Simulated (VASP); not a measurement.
Runs of VASP 6.6.1 on AlN. It takes space group Pm-3m (No. 221, cubic). The conventional cell has a = 2.585 Å, b = 2.585 Å, c = 2.585 Å, α = 90.00°, β = 90.00°, γ = 90.00°. Al (site symmetry m-3m) has 8 N at 2.24 Å and 6 Al at 2.59 Å within 3.0 Å. N (site symmetry m-3m) has 8 Al at 2.24 Å and 6 N at 2.59 Å within 3.0 Å. 

```tsv
level	potentials or basis	k mesh	smearing	grid for exact exchange (PRECFOCK)	screening parameter	gap on the mesh (eV)	pressure (GPa)
r2SCAN	VASP PAW PBE potentials, release 64 (Al, N)	6 × 6 × 6	fermi-dirac 0.02 eV	-	-	none	-1.1
HSE06	VASP PAW PBE potentials, release 64 (Al, N)	4 × 4 × 4	fermi-dirac 0.02 eV	Normal	0.2079 1/Å	(a)	-3.3
r2SCAN	VASP PAW PBE potentials, release 64 (Al, N)	6 × 6 × 6	methfessel-paxton 0.2 eV	-	-	none	-1.1
LDA	VASP PAW LDA potentials, release 64 (Al, N)	6 × 6 × 6	fermi-dirac 0.02 eV	-	-	none	-4.3
```

Alike in all rows: task single point; no spin polarisation; cell as given; cutoff (eV) 520.

Q: Fill in the values left out.

A: (a) 0.38.

Caveats: all runs use coarse meshes; the PAW data sets were made with another functional, which shifts forces and pressure a little (some runs).

A k mesh can miss the band edges.

A gap of «none» marks levels without a gap at the run's occupations.
